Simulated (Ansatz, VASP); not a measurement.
**Zn: VASP beside Ansatz**

```xyz
1
Lattice="-1.5660 1.5660 1.5660 1.5660 -1.5660 1.5660 1.5660 1.5660 -1.5660" Properties=species:S:1:pos:R:3 pbc="T T T"
Zn    0.0000    0.0000    0.0000
```

Alike in both runs: functional PBE; k mesh 18 × 18 × 18; occupations fermi-dirac, width 0.05 eV; no spin polarisation.

Ansatz relaxed the structure, and its values are those at the end. VASP's run is a single point on that final structure, the one shown.

```csv
,VASP,Ansatz
version,VASP 6.6.1,Ansatz 0.2.0
potentials or method,"VASP PAW PBE potentials, release 64 (Zn)","PAW with Ansatz's default frozen-core files, scalar-relativistic"
plane-wave cutoff (eV),520,420
valence electrons in the cell,12,12
```

```csv
,VASP,Ansatz,Ansatz less VASP
pressure (GPa),0.3,0.0,-0.29
```
